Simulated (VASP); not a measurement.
# AlN (kx) (F-43m) in VASP: single point with LDA

Aim: the single point of AlN (kx) with LDA.

Everything below comes from runs of VASP 6.6.1. Logs are shortened: lines on timing, memory, paths and dates and some standing lists are left out, and cuts for length are marked.

### 1 The cell of the first run

Symmetry: F-43m, No. 216, cubic system. Conventional cell: a = 4.368 Å, b = 4.368 Å, c = 4.368 Å, α = 90.00°, β = 90.00°, γ = 90.00°. Within 2.5 Å of Al (site symmetry -43m) lie 4 N at 1.89 Å. Within 2.5 Å of N (site symmetry -43m) lie 4 Al at 1.89 Å.

### 2 Single point, LDA

Contents of INCAR:

```
SYSTEM = AlN
  PREC = Accurate
  ENCUT = 600
  EDIFF = 1E-6
  ISMEAR = 0
  SIGMA = 0.02
  LREAL = .FALSE.
  LASPH = .TRUE.
  NELM = 120
  ALGO = Normal
  ISIF = 2
  LWAVE = .FALSE.
  LCHARG = .TRUE.
  GGA = CA
  LELF = .TRUE.
  LVHAR = .TRUE.
  NBANDS = 11
  GGA_COMPAT = .FALSE.
```

Contents of KPOINTS:

```
regular mesh
0
G
  10 10 10
  0 0 0
```

Contents of POSCAR:

```
AlN
1.0
    0.0000000000      2.1839935600      2.1839935600
    2.1839935600      0.0000000000      2.1839935600
    2.1839935600      2.1839935600      0.0000000000
Al N
1 1
Direct
    0.0000000000      0.0000000000      0.0000000000
    0.2500000000      0.2500000000      0.2500000000
```

Potentials or basis: VASP PAW LDA potentials, release 64 (Al, N).

The run is started by

```bash
> cat potpaw_LDA.64/Al/POTCAR potpaw_LDA.64/N/POTCAR > POTCAR
> mpirun -np 1 vasp_std > vasp.out
```

OUTCAR:

```text
SYSTEM = AlN
   PREC = Accurate
   ENCUT = 600
   EDIFF = 1E-6
   ISMEAR = 0
   LREAL = .FALSE.
   LASPH = .TRUE.
   NELM = 120
   ISIF = 2
   GGA = CA

 ion  position               nearest neighbor table
   1  0.000  0.000  0.000-   2 1.89   2 1.89   2 1.89   2 1.89
   2  0.250  0.250  0.250-   1 1.89   1 1.89   1 1.89   1 1.89

  LATTYP: Found a face centered cubic cell.
 ALAT       =     4.3679871200

  Lattice vectors:

 A1 = (   0.0000000000,   2.1839935600,   2.1839935600)
 A2 = (   2.1839935600,   0.0000000000,   2.1839935600)
 A3 = (   2.1839935600,   2.1839935600,   0.0000000000)

Analysis of symmetry for initial positions (statically):
=====================================================================
 Subroutine PRICEL returns:
 Original cell was already a primitive cell.

 Routine SETGRP: Setting up the symmetry group for a
 face centered cubic supercell.

 Subroutine GETGRP returns: Found 24 space group operations
 (whereof 24 operations were pure point group operations)
 out of a pool of 48 trial point group operations.

The static configuration has the point symmetry T_d .

Analysis of symmetry for dynamics (positions and initial velocities):
=====================================================================
 Subroutine PRICEL returns:
 Original cell was already a primitive cell.

 Routine SETGRP: Setting up the symmetry group for a
 face centered cubic supercell.

 Subroutine GETGRP returns: Found 24 space group operations
 (whereof 24 operations were pure point group operations)
 out of a pool of 48 trial point group operations.

The dynamic configuration has the point symmetry T_d .

 Subroutine INISYM returns: Found 24 space group operations
 (whereof 24 operations are pure point group operations),
 and found     1 'primitive' translations

----------------------------------------------------------------------------------------

                                     Primitive cell

  volume of cell :      20.8345

  direct lattice vectors                    reciprocal lattice vectors
     0.000000000  2.183993560  2.183993560    -0.228938404  0.228938404  0.228938404
     2.183993560  0.000000000  2.183993560     0.228938404 -0.228938404  0.228938404
     2.183993560  2.183993560  0.000000000     0.228938404  0.228938404 -0.228938404

  length of vectors
     3.088633313  3.088633313  3.088633313     0.396532948  0.396532948  0.396532948

  position of ions in fractional coordinates (direct lattice)
     0.000000000  0.000000000  0.000000000
     0.250000000  0.250000000  0.250000000

  ion indices of the primitive-cell ions
   primitive index   ion index
                 1           1
                 2           2

----------------------------------------------------------------------------------------

 KPOINTS: regular mesh

Automatic generation of k-mesh.
 Grid dimensions read from file:
 generate k-points for:   10   10   10

 Generating k-lattice:

  Cartesian coordinates                     Fractional coordinates (reciprocal lattice)
    -0.022893840  0.022893840  0.022893840     0.100000000  0.000000000  0.000000000
     0.022893840 -0.022893840  0.022893840     0.000000000  0.100000000  0.000000000
     0.022893840  0.022893840 -0.022893840     0.000000000  0.000000000  0.100000000

  Length of vectors
     0.039653295  0.039653295  0.039653295

  Shift w.r.t. Gamma in fractional coordinates (k-lattice)
     0.000000000  0.000000000  0.000000000

 Subroutine IBZKPT returns following result:
 ===========================================

 Found     47 irreducible k-points:

 Following reciprocal coordinates:
            Coordinates               Weight
  0.000000  0.000000  0.000000      1.000000
  0.100000  0.000000  0.000000      8.000000
  0.200000  0.000000  0.000000      8.000000
  0.300000  0.000000  0.000000      8.000000
  0.400000  0.000000  0.000000      8.000000
  0.500000  0.000000  0.000000      4.000000
[... 16 lines left out ...]
  0.300000  0.300000  0.000000      6.000000
  0.400000  0.300000  0.000000     24.000000
 [... further k-points ...]
   k-points           NKPTS =     47   k-points in BZ     NKDIM =     47   number of bands    NBANDS=     11
   number of dos      NEDOS =    301   number of ions     NIONS =      2
   total plane-waves  NPLWV =  21952
   dimension x,y,z NGX =    28 NGY =   28 NGZ =   28
   dimension x,y,z NGXF=    56 NGYF=   56 NGZF=   56
   ions per type =               1   1
   NGX,Y,Z   is equivalent  to a cutoff of  15.07, 15.07, 15.07 a.u.
   NGXF,Y,Z  is equivalent  to a cutoff of  30.14, 30.14, 30.14 a.u.
 SYSTEM =  AlN
   PREC   = accura    normal or accurate (medium, high low for compatibility)
   ISTART =      0    job   : 0-new  1-cont  2-samecut
   ICHARG =      2    charge: 1-file 2-atom 10-const
   ISPIN  =      1    spin polarized calculation?
   LNONCOLLINEAR =      F non collinear calculations
   LSORBIT =      F    spin-orbit coupling
   LASPH  =      T    aspherical Exc in radial PAW
   ENCUT  =  600.0 eV  44.10 Ry    6.64 a.u.   6.17  6.17  6.17*2*pi/ulx,y,z
   NELM   =    120;   NELMIN=  2; NELMDL= -5     # of ELM steps
   EDIFF  = 0.1E-05   stopping-criterion for ELM
   LREAL  =      F    real-space projection
   EDIFFG = 0.1E-04   stopping-criterion for IOM
   NSW    =      0    number of steps for IOM
   IBRION =     -1    ionic relax: 0-MD 1-quasi-New 2-CG
   NFREE  =      0    steps in history (QN), initial steepest desc. (CG)
   ISIF   =      2    stress and relaxation
   ISYM   =      2    0-nonsym 1-usesym 2-fastsym
   POTIM  = 0.5000    time-step for ionic-motion
   TEBEG  =    0.0;   TEEND  =   0.0 temperature during run
   PSTRESS=    0.0 pullay stress
   NELECT =       8.0000    total number of electrons
   NUPDOWN=      -1.0000    fix difference up-down
   EMIN   =  10.00;   EMAX   =-10.00  energy-range for DOS
   EFERMI =   0.00;   METHOD = LEGACY
   ISMEAR =     0;   SIGMA  =   0.02  broadening in eV -4-tet -1-fermi 0-gaus
   EFERMI_NEDOS =   21; number of points for ismear=-14 and -15
   IALGO  =     38    algorithm
   IMIX   =      4    mixing-type and parameters
     AMIX     =   0.40;   BMIX     =  1.00
     AMIX_MAG =   1.60;   BMIX_MAG =  1.00
  volume/ion in A,a.u.               =      10.42        70.30
  Fermi-wavevector in a.u.,A,eV,Ry     =   1.189899  2.248583 19.263943  1.415860
  Thomas-Fermi vector in A             =   2.325996
   LORBIT       =      0    0 simple, 1 ext, 2 COOP (PROOUT), +10 PAW based schemes
   GGA     = CA    functional components
   LHFCALC =     F    Hartree Fock is set to
   AEXX    =    0.0000 exact exchange contribution
   IVDW    =     0    specifies the selected vdW correction
   LEPSILON=     F    determine dielectric tensor
   LRPA    =     F    only Hartree local field effects (RPA)
 non-spin polarized calculation
 Gauss-broadening in eV      SIGMA  =   0.02
  energy-cutoff  :      600.00
  volume of cell :       20.83
 maximum number of plane-waves:       725
 NGX is ok and might be reduce to    28
   NGX = 13   NGY = 13   NGZ = 13

 number of electron       8.0000000 magnetization

 Free energy of the ion-electron system (eV)
  ---------------------------------------------------
  ext. energy  EPLUGINS =         0.00000000
  ---------------------------------------------------
  free energy    TOTEN  =       -16.37346345 eV

  energy without entropy =      -16.37346345  energy(sigma->0) =      -16.37346345

 E-fermi :   5.8664     XC(G=0): -11.2662

 val. band max:        5.7078308625   @ k =   0.0000   0.0000   0.0000
 cond. band min:       8.9311778527   @ k =   0.5000   0.5000   0.0000
 fundamental gap:      3.2233469902
 Fermi energy:         5.8664138303

 k-point     1 :       0.0000    0.0000    0.0000
  band No.  band energies     occupation
      1      -9.1155      2.00000
      2       5.7078      2.00000
      3       5.7078      2.00000
      4       5.7078      2.00000
      5       9.9426      0.00000
      6      18.0420      0.00000
      7      18.0420      0.00000
      8      18.0420      0.00000
      9      23.2319      0.00000
     10      23.2319      0.00000
     11      24.6162      0.00000

 k-point     2 :       0.1000    0.0000    0.0000
  band No.  band energies     occupation
      1      -8.9659      2.00000
      2       4.9021      2.00000
      3       5.6556      2.00000
      4       5.6556      2.00000
      5      10.5863      0.00000
      6      17.6609      0.00000
      7      18.1750      0.00000
      8      18.1750      0.00000
      9      21.9790      0.00000
     10      21.9790      0.00000
     11      23.8227      0.00000

 k-point     3 :       0.2000    0.0000    0.0000
  band No.  band energies     occupation
      1      -8.5391      2.00000
      2       3.2949      2.00000
      3       5.5252      2.00000
      4       5.5252      2.00000
      5      11.6781      0.00000
      6      16.8835      0.00000
      7      18.1170      0.00000
      8      18.1170      0.00000
      9      21.4362      0.00000
     10      21.4362      0.00000
     11      22.9551      0.00000

 k-point     4 :       0.3000    0.0000    0.0000
  band No.  band energies     occupation
      1      -7.9155      2.00000
      2       1.6328      2.00000
      3       5.3760      2.00000
      4       5.3760      2.00000
      5      12.4792      0.00000
      6      16.1628      0.00000
      7      17.4767      0.00000
      8      17.4767      0.00000
      9      22.4657      0.00000
     10      22.4657      0.00000
     11      22.7525      0.00000

 k-point     5 :       0.4000    0.0000    0.0000
  band No.  band energies     occupation
      1      -7.2848      2.00000
      2       0.3230      2.00000
      3       5.2637      2.00000
      4       5.2637      2.00000
      5      12.8689      0.00000
      6      15.6610      0.00000
      7      16.8878      0.00000
      8      16.8878      0.00000
      9      23.1450      0.00000
     10      24.2610      0.00000
     11      24.2610      0.00000
[... 211 lines left out ...]
 k-point    21 :      -0.3000    0.2000    0.0000
  band No.  band energies     occupation
      1      -7.1265      2.00000
      2       1.0773      2.00000
      3       3.4861      2.00000
      4       5.1825      2.00000
      5      13.4992      0.00000
      6      14.6459      0.00000
      7      17.3066      0.00000
      8      17.8352      0.00000
      9      21.8938      0.00000
     10      24.1377      0.00000
     11      26.8255      0.00000

 k-point    22 :      -0.2000    0.2000    0.0000
  band No.  band energies     occupation
      1      -7.7106      2.00000
      2       1.9437      2.00000
      3       3.9930      2.00000
      4       5.4506      2.00000
      5      13.2169      0.00000
      6      15.5095      0.00000
      7      16.9182      0.00000
      8      18.0188      0.00000
      9      20.4889      0.00000
     10      23.8762      0.00000
     11      26.8830      0.00000

 k-point    23 :       0.3000    0.3000    0.0000
  band No.  band energies     occupation
      1      -7.5286      2.00000
      2       2.1913      2.00000
      3       4.4537      2.00000
      4       4.4537      2.00000
      5      10.9555      0.00000
      6      15.2049      0.00000
      7      17.4493      0.00000
      8      19.9815      0.00000
      9      19.9815      0.00000
     10      25.9091      0.00000
     11      29.3275      0.00000

 k-point    24 :       0.4000    0.3000    0.0000
  band No.  band energies     occupation
      1      -7.0467      2.00000
      2       1.5407      2.00000
      3       3.9845      2.00000
      4       4.2887      2.00000
      5      10.5325      0.00000
      6      15.0428      0.00000
      7      17.8046      0.00000
      8      20.0740      0.00000
      9      20.5760      0.00000
     10      26.7988      0.00000
     11      29.1095      0.00000

 [... further k-points ...]

------------------------ aborting loop because EDIFF is reached ----------------------------------------

  FORCE on cell =-STRESS in cart. coord.  units (eV):
  Direction    XX          YY          ZZ          XY          YZ          ZX
  --------------------------------------------------------------------------------------
  -------------------------------------------------------------------------------------
  Total       -0.4050368     -0.4050368     -0.4050368      0.0000000     -0.0000000      0.0000000
  in kB      -31.1473424    -31.1473424    -31.1473424      0.0000000     -0.0000000      0.0000000
  external PRESSURE =     -31.1473424 kB  Pullay stress =       0.0000000 kB

 VOLUME and BASIS-vectors are now :
 -----------------------------------------------------------------------------
  energy-cutoff  :      600.00
  volume of cell :       20.83
      direct lattice vectors                 reciprocal lattice vectors
     0.000000000  2.183993560  2.183993560    -0.228938404  0.228938404  0.228938404
     2.183993560  0.000000000  2.183993560     0.228938404 -0.228938404  0.228938404
     2.183993560  2.183993560  0.000000000     0.228938404  0.228938404 -0.228938404

 POSITION                                       TOTAL-FORCE (eV/Angst)
 -----------------------------------------------------------------------------------
      0.00000      0.00000      0.00000        -0.000000     -0.000000     -0.000000
      1.09200      1.09200      1.09200         0.000000      0.000000      0.000000
 -----------------------------------------------------------------------------------
    total drift:                               -0.000000     -0.000000     -0.000000

  FREE ENERGIE OF THE ION-ELECTRON SYSTEM (eV)
  ---------------------------------------------------
  free  energy   TOTEN  =       -16.3734634494 eV

  energy  without entropy=      -16.3734634494  energy(sigma->0) =      -16.37346345
```

It took 13 s on 1 thread of Intel Xeon 6975P-C, shared host; peak memory 0.14 GiB.

What came out:

| Item | Value |
| --- | --- |
| Free energy | -16.3735 eV |
| Pressure | -3.1 GPa |
| Band gap on the k mesh | 3.22 eV, indirect (least direct gap 4.23 eV) |

A k mesh can miss the band edges. Expect the measured gap to be larger: semilocal functionals such as LDA lack the derivative discontinuity.
